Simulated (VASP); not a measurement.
# Ir12S in VASP: single point with PBE+D3(BJ)

Aim: the single point of Ir12S with PBE+D3(BJ).

Program: VASP 6.6.1. These are calculated values, not measurements. Logs are shortened: lines on timing, memory, paths and dates and some standing lists are left out, and cuts for length are marked.

## 1. The cell of the first run

The cell holds a slab with vacuum, 13 atoms: a = 5.431 Å, b = 5.431 Å, c = 21.001 Å, α = 90.00°, β = 90.00°, γ = 90.00°.

## 2. Single point, PBE+D3(BJ)

INCAR reads:

```
SYSTEM = Ir12S
ALGO = Normal
DIPOL = 0.5 0.5 0.295
EDIFF = 1E-6
ENCUT = 520
GGA = PE
IDIPOL = 3
ISIF = 2
ISMEAR = 0
IVDW = 12
LASPH = .TRUE.
LCHARG = .FALSE.
LDIPOL = .TRUE.
LREAL = .FALSE.
LWAVE = .FALSE.
NBANDS = 69
NELM = 100
PREC = Accurate
SIGMA = 0.1
```

KPOINTS reads:

```
k-points
0
G
  5 5 1
  0 0 0
```

POSCAR reads:

```
Ir12S
1.0
    5.4309029918      0.0000000000      0.0000000000
    0.0000000000      5.4309029918      0.0000000000
    0.0000000000      0.0000000000     21.0013955423
Ir S
12 1
Direct
    0.2500000000      0.2500000000      0.1904635333
    0.2500000000      0.7500000000      0.1904635333
    0.7500000000      0.2500000000      0.1904635333
    0.7500000000      0.7500000000      0.1904635333
    0.0000000000      0.0000000000      0.2785823619
    0.0000000000      0.5000000000      0.2785823619
    0.5000000000      0.0000000000      0.2785823619
    0.5000000000      0.5000000000      0.2785823619
    0.2500000000      0.2500000000      0.3667087517
    0.2500000000      0.7500000000      0.3667087517
    0.7500000000      0.2500000000      0.3667087517
    0.7500000000      0.7500000000      0.3667087517
    0.3333333333      0.4166666667      0.4857484600
```

Potentials or basis: VASP PAW PBE potentials, release 64 (Ir, S).

Run with:

```bash
cat potpaw_PBE.64/Ir/POTCAR potpaw_PBE.64/S/POTCAR > POTCAR
mpirun -np 1 vasp_std > vasp.out
```

OUTCAR:

```text
SYSTEM = Ir12S
   EDIFF = 1E-6
   ENCUT = 520
   GGA = PE
   ISIF = 2
   ISMEAR = 0
   IVDW = 12
   LASPH = .TRUE.
   LREAL = .FALSE.
   NELM = 100
   PREC = Accurate
 IVDW          = 12

 ion  position               nearest neighbor table
   1  0.250  0.250  0.190-   5 2.67   6 2.67   7 2.67   8 2.67   2 2.72   3 2.72   2 2.72   3 2.72

   2  0.250  0.750  0.190-   5 2.67   6 2.67   7 2.67   8 2.67   1 2.72   4 2.72   1 2.72   4 2.72

   3  0.750  0.250  0.190-   5 2.67   6 2.67   7 2.67   8 2.67   1 2.72   4 2.72   4 2.72   1 2.72
[... 15 lines left out ...]
  11  0.750  0.250  0.367-   5 2.67   6 2.67   7 2.67   8 2.67   9 2.72  12 2.72  12 2.72   9 2.72

  12  0.750  0.750  0.367-   5 2.67   6 2.67   7 2.67   8 2.67  10 2.72  11 2.72  11 2.72  10 2.72

  13  0.333  0.417  0.486-   9 2.70

  LATTYP: Found a simple tetragonal cell.
 ALAT       =     5.4309029918
 C/A-ratio  =     3.8670172481

  Lattice vectors:

 A1 = (   5.4309029918,   0.0000000000,   0.0000000000)
 A2 = (   0.0000000000,   5.4309029918,   0.0000000000)
 A3 = (   0.0000000000,   0.0000000000,  21.0013955423)

Analysis of symmetry for initial positions (statically):
=====================================================================
 Subroutine PRICEL returns:
 Original cell was already a primitive cell.

 Routine SETGRP: Setting up the symmetry group for a
 simple tetragonal supercell.

 Subroutine GETGRP returns: Found  1 space group operations
 (whereof  1 operations were pure point group operations)
 out of a pool of 16 trial point group operations.

The static configuration has the point symmetry C_1 .

Analysis of symmetry for dynamics (positions and initial velocities):
=====================================================================
 Subroutine PRICEL returns:
 Original cell was already a primitive cell.

 Routine SETGRP: Setting up the symmetry group for a
 simple tetragonal supercell.

 Subroutine GETGRP returns: Found  1 space group operations
 (whereof  1 operations were pure point group operations)
 out of a pool of 16 trial point group operations.

The dynamic configuration has the point symmetry C_1 .

 Subroutine INISYM returns: Found  1 space group operations
 (whereof  1 operations are pure point group operations),
 and found     1 'primitive' translations

----------------------------------------------------------------------------------------

                                     Primitive cell

  volume of cell :     619.4300

  direct lattice vectors                    reciprocal lattice vectors
     5.430902992  0.000000000  0.000000000     0.184131442  0.000000000  0.000000000
     0.000000000  5.430902992  0.000000000     0.000000000  0.184131442  0.000000000
     0.000000000  0.000000000 21.001395542     0.000000000  0.000000000  0.047615883

  length of vectors
     5.430902992  5.430902992 21.001395542     0.184131442  0.184131442  0.047615883

  position of ions in fractional coordinates (direct lattice)
     0.250000000  0.250000000  0.190463533
     0.250000000  0.750000000  0.190463533
     0.750000000  0.250000000  0.190463533
     0.750000000  0.750000000  0.190463533
     0.000000000  0.000000000  0.278582362
     0.000000000  0.500000000  0.278582362
     0.500000000  0.000000000  0.278582362
     0.500000000  0.500000000  0.278582362
     0.250000000  0.250000000  0.366708752
     0.250000000  0.750000000  0.366708752
     0.750000000  0.250000000  0.366708752
     0.750000000  0.750000000  0.366708752
     0.333333333  0.416666667  0.485748460

  ion indices of the primitive-cell ions
   primitive index   ion index
                 1           1
                 2           2
                 3           3
                 4           4
                 5           5
                 6           6
                 7           7
                 8           8
                 9           9
                10          10
                11          11
                12          12
                13          13

----------------------------------------------------------------------------------------

 KPOINTS: k-points

Automatic generation of k-mesh.
 Grid dimensions read from file:
 generate k-points for:    5    5    1

 Generating k-lattice:

  Cartesian coordinates                     Fractional coordinates (reciprocal lattice)
     0.036826288  0.000000000  0.000000000     0.200000000  0.000000000  0.000000000
     0.000000000  0.036826288  0.000000000     0.000000000  0.200000000  0.000000000
     0.000000000  0.000000000  0.047615883     0.000000000  0.000000000  1.000000000

  Length of vectors
     0.036826288  0.036826288  0.047615883

  Shift w.r.t. Gamma in fractional coordinates (k-lattice)
     0.000000000  0.000000000  0.000000000

 Subroutine IBZKPT returns following result:
 ===========================================

 Found     13 irreducible k-points:

 Following reciprocal coordinates:
            Coordinates               Weight
  0.000000  0.000000  0.000000      1.000000
  0.200000  0.000000  0.000000      2.000000
  0.000000  0.200000  0.000000      2.000000
  0.400000  0.000000  0.000000      2.000000
  0.000000  0.400000  0.000000      2.000000
  0.200000  0.200000  0.000000      2.000000
 -0.200000  0.200000  0.000000      2.000000
  0.400000  0.200000  0.000000      2.000000
 -0.200000  0.400000  0.000000      2.000000
 -0.400000  0.200000  0.000000      2.000000
  0.200000  0.400000  0.000000      2.000000
  0.400000  0.400000  0.000000      2.000000
 -0.400000  0.400000  0.000000      2.000000
   k-points           NKPTS =     13   k-points in BZ     NKDIM =     13   number of bands    NBANDS=     69
   number of dos      NEDOS =    301   number of ions     NIONS =     13
   total plane-waves  NPLWV = 256000
   dimension x,y,z NGX =    40 NGY =   40 NGZ =  160
   dimension x,y,z NGXF=    80 NGYF=   80 NGZF=  320
   ions per type =              12   1
   NGX,Y,Z   is equivalent  to a cutoff of  12.24, 12.24, 12.67 a.u.
   NGXF,Y,Z  is equivalent  to a cutoff of  24.49, 24.49, 25.33 a.u.
 SYSTEM =  Ir12S
   PREC   = accura    normal or accurate (medium, high low for compatibility)
   ISTART =      0    job   : 0-new  1-cont  2-samecut
   ICHARG =      2    charge: 1-file 2-atom 10-const
   ISPIN  =      1    spin polarized calculation?
   LNONCOLLINEAR =      F non collinear calculations
   LSORBIT =      F    spin-orbit coupling
   LASPH  =      T    aspherical Exc in radial PAW
   ENCUT  =  520.0 eV  38.22 Ry    6.18 a.u.  10.10 10.10 39.05*2*pi/ulx,y,z
   NELM   =    100;   NELMIN=  2; NELMDL= -5     # of ELM steps
   EDIFF  = 0.1E-05   stopping-criterion for ELM
   LREAL  =      F    real-space projection
[... 7 lines left out ...]
   TEBEG  =    0.0;   TEEND  =   0.0 temperature during run
   PSTRESS=    0.0 pullay stress
   NELECT =     114.0000    total number of electrons
   NUPDOWN=      -1.0000    fix difference up-down
   EMIN   =  10.00;   EMAX   =-10.00  energy-range for DOS
   EFERMI =   0.00;   METHOD = LEGACY
   ISMEAR =     0;   SIGMA  =   0.10  broadening in eV -4-tet -1-fermi 0-gaus
   EFERMI_NEDOS =   21; number of points for ismear=-14 and -15
   IALGO  =     38    algorithm
   IMIX   =      4    mixing-type and parameters
     AMIX     =   0.40;   BMIX     =  1.00
     AMIX_MAG =   1.60;   BMIX_MAG =  1.00
  volume/ion in A,a.u.               =      47.65       321.55
  Fermi-wavevector in a.u.,A,eV,Ry     =   0.931206  1.759724 11.798215  0.867144
  Thomas-Fermi vector in A             =   2.057675
   LORBIT       =      0    0 simple, 1 ext, 2 COOP (PROOUT), +10 PAW based schemes
   GGA     = PE    functional components
   LHFCALC =     F    Hartree Fock is set to
   AEXX    =    0.0000 exact exchange contribution
   IVDW    =    12    specifies the selected vdW correction
   LEPSILON=     F    determine dielectric tensor
   LRPA    =     F    only Hartree local field effects (RPA)
 non-spin polarized calculation
 Gauss-broadening in eV      SIGMA  =   0.10
  energy-cutoff  :      520.00
  volume of cell :      619.43
 maximum number of plane-waves:     16712
   NGX = 21   NGY = 21   NGZ = 79

 dipolmoment           0.000000      0.000000     -0.062163 electrons x Angstroem

 number of electron     113.9999983 magnetization

 dipolmoment           0.000000      0.000000      0.133203 electrons x Angstroem

 Free energy of the ion-electron system (eV)
  ---------------------------------------------------
  ext. energy  EPLUGINS =         0.00000000
  ---------------------------------------------------
  free energy    TOTEN  =       -99.80917821 eV

  energy without entropy =      -99.74683238  energy(sigma->0) =      -99.77800529

 E-fermi :  -1.0178     XC(G=0):  -5.2016

 val. band max:       -1.0507401793   @ k =   0.0000   0.2000   0.0000
 cond. band min:      -0.9985585842   @ k =   0.2000   0.2000   0.0000
 fundamental gap:      0.0521815952
 Fermi energy:        -1.0177717196

 k-point     1 :       0.0000    0.0000    0.0000
  band No.  band energies     occupation
      1     -12.2503      2.00000
      2     -10.8980      2.00000
      3      -8.4331      2.00000
      4      -8.4313      2.00000
      5      -8.3736      2.00000
      6      -8.2114      2.00000
[... 925 lines left out ...]
     68      -0.0350      0.00000
     69       0.1477      0.00000

------------------------ aborting loop because EDIFF is reached ----------------------------------------

 vacuum level on the upper side and lower side of the slab       (xc-potential included)         0.208        -0.596

 Edisp (eV)   -5.72430

 E8    (eV) :    -2.7794

  FORCE on cell =-STRESS in cart. coord.  units (eV):
  Direction    XX          YY          ZZ          XY          YZ          ZX
  --------------------------------------------------------------------------------------
  -------------------------------------------------------------------------------------
  Total     -10.75658   -11.87632    -8.84355     0.11356     0.04926    -0.00704
  in kB     -27.82226   -30.71852   -22.87415     0.29373     0.12740    -0.01820
  external pressure =      -27.14 kB  Pullay stress =        0.00 kB

 VOLUME and BASIS-vectors are now :
 -----------------------------------------------------------------------------
  energy-cutoff  :      520.00
  volume of cell :      619.43
      direct lattice vectors                 reciprocal lattice vectors
     5.430902992  0.000000000  0.000000000     0.184131442  0.000000000  0.000000000
     0.000000000  5.430902992  0.000000000     0.000000000  0.184131442  0.000000000
     0.000000000  0.000000000 21.001395542     0.000000000  0.000000000  0.047615883

 POSITION                                       TOTAL-FORCE (eV/Angst)
 -----------------------------------------------------------------------------------
      1.35773      1.35773      4.00000        -0.043107     -0.068333      0.042593
      1.35773      4.07318      4.00000        -0.038976      0.050887     -0.062310
      4.07318      1.35773      4.00000         0.009598     -0.018536     -0.137219
      4.07318      4.07318      4.00000        -0.052428     -0.080099     -0.218830
      0.00000      0.00000      5.85062         0.106182      0.079943      0.435684
      0.00000      2.71545      5.85062         0.188490     -0.043301     -0.020817
      2.71545      0.00000      5.85062        -0.081247      0.123811      0.175608
      2.71545      2.71545      5.85062        -0.117756     -0.062524     -0.254757
      1.35773      1.35773      7.70140         0.213549      0.456370      2.289720
      1.35773      4.07318      7.70140         0.037817     -0.393908      1.039208
      4.07318      1.35773      7.70140        -0.132991     -0.043785      0.395928
      4.07318      4.07318      7.70140         0.028092      0.078954      0.100266
      1.81030      2.26288     10.20140        -0.117225     -0.079479     -3.785074
 -----------------------------------------------------------------------------------
    total drift:                               -0.000178      0.000157     -0.000502

  FREE ENERGIE OF THE ION-ELECTRON SYSTEM (eV)
  ---------------------------------------------------
  free  energy   TOTEN  =      -105.5334746746 eV

  energy  without entropy=     -105.4711288486  energy(sigma->0) =     -105.50230176

 vacuum level on the upper side and lower side of the slab         4.912         4.093
```

Wall time 55 min (1 thread of Intel Xeon 8259CL, shared host); peak memory 0.83 GiB.

What came out:

```
Free energy                : -105.5335 eV
Largest force              : 3.788 eV/Å
Band gap on the k mesh     : zero (bands 57 and 58 overlap by 1.15 eV)
Dispersion energy per atom : -0.440 eV
```

Forces in eV/Å, atoms in the order of the input:
```
Ir  -0.043 -0.068  0.043
Ir  -0.039  0.051 -0.062
Ir   0.010 -0.019 -0.137
Ir  -0.052 -0.080 -0.219
Ir   0.106  0.080  0.436
Ir   0.188 -0.043 -0.021
Ir  -0.081  0.124  0.176
Ir  -0.118 -0.063 -0.255
Ir   0.214  0.456  2.290
Ir   0.038 -0.394  1.039
Ir  -0.133 -0.044  0.396
Ir   0.028  0.079  0.100
S   -0.117 -0.079 -3.785
```

Levels at points of the mesh, in eV from the Fermi level:
| k point | band 54 | band 55 | band 56 | band 57 | band 58 | band 59 | band 60 | band 61 |
| --- | --- | --- | --- | --- | --- | --- | --- | --- |
| (0.00, 0.00, 0.00) | 0.30 | 0.45 | 0.50 | 0.63 | 0.64 | 0.72 | 0.78 | 0.92 |

Caveat: spin-orbit coupling is left out, which moves the levels of the heavy elements.

The gap in the log of VASP goes by the Fermi energy; the results here count the filled bands.